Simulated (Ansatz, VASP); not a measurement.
## One calculation of MgI2, two programs

```xyz
3
Lattice="4.1537 0.0000 0.0000 -2.0769 3.5972 0.0000 0.0000 0.0000 6.7934" Properties=species:S:1:pos:R:3 pbc="T T T"
Mg    0.0000    0.0000    0.0000
I     0.0000    2.3981    5.1469
I     2.0769    1.1991    1.6465
```

Change from the starting cell: zz strain of -1 %.

Alike in both runs: task single point; functional PBEsol; k mesh 7 × 7 × 4; occupations fermi-dirac, width 0.03 eV; no spin polarisation.

```csv
,VASP,Ansatz
version,VASP 6.6.1,Ansatz 0.2.0
potentials or method,"VASP PAW PBE potentials, release 64 (Mg, I), cutoff 520 eV","all-electron LAPW, scalar-relativistic"
```

```tsv
	VASP	Ansatz	Ansatz less VASP
gap on the k mesh at the Fermi level (eV)	3.41	3.43	+0.016
pressure (GPa)	0.1	0.1	+0.02
traceless stress, the component that is largest in VASP (GPa)	0.45	0.44	-0.005
rms of the force components (eV/Å)	0.017	0.018	+0.0014
```

VASP's potentials were made for PBE, not for PBEsol. Atom by atom the forces differ by 0.001 eV/Å (rms over components). Ansatz ran all-electron here, and VASP with PAW potentials.

Neither program's run includes spin-orbit coupling.
